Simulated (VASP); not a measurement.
The system is Ta.

```
Ta
1.0
     2.90037    0.00000    0.00000
    -1.45019    2.51180    0.00000
     0.00000    0.00000    5.16627
Ta
2
Direct
  0.33333 0.66667 0.25000
  0.66667 0.33333 0.75000
```

This isn't the form of Ta at room conditions, which is bcc.

| Item | Value |
| --- | --- |
| Program | VASP 6.6.1 |
| Task | relaxation of cell and atoms |
| Functional | PBEsol |
| Potentials or basis | VASP PAW PBE potentials, release 64 (Ta_pv) |
| Cutoff | 600 eV |
| k mesh | 11 × 11 × 5 |
| Occupations | fermi-dirac, width 0.05 eV |
| Spin | no spin polarisation |

At the start: pressure -7.3 GPa; volume 18.82 Å³/atom.

**Question.** How do energy, volume and symmetry change on relaxing?

**Answer.** Over 8 steps the energy falls by 16.5 meV/atom and the volume is 18.12 Å³/atom (-3.7 %); space group P6_3/mmc (No. 194, to 0.1 Å) before and after.

The path:
| step | energy change (eV) | largest force (eV/Å) | pressure (GPa) | volume (Å³) |
| --- | --- | --- | --- | --- |
| 1 | 0.0000 | 0.0000 | -7.25 | 37.64 |
| 2 | 0.1624 | 0.0000 | 21.77 | 33.18 |
| 3 | -0.0330 | 0.0000 | -0.24 | 36.28 |
| 4 | -0.0330 | 0.0000 | 0.00 | 36.24 |
| 5 | -0.0330 | 0.0000 | 0.15 | 36.22 |
| 6 | -0.0330 | 0.0000 | -0.29 | 36.30 |
| 7 | -0.0330 | 0.0000 | -0.05 | 36.26 |
| 8 | -0.0330 | 0.0000 | 0.02 | 36.24 |

Final structure:
```
Ta
1.0
     2.85954    0.00000    0.00000
    -1.42977    2.47643    0.00000
     0.00000    0.00000    5.11812
Ta
2
Cartesian
  0.0000 1.6510 1.2795
  1.4298 0.8255 3.8386
```

Caveat: the PAW data sets were made with another functional, which shifts forces and pressure a little.
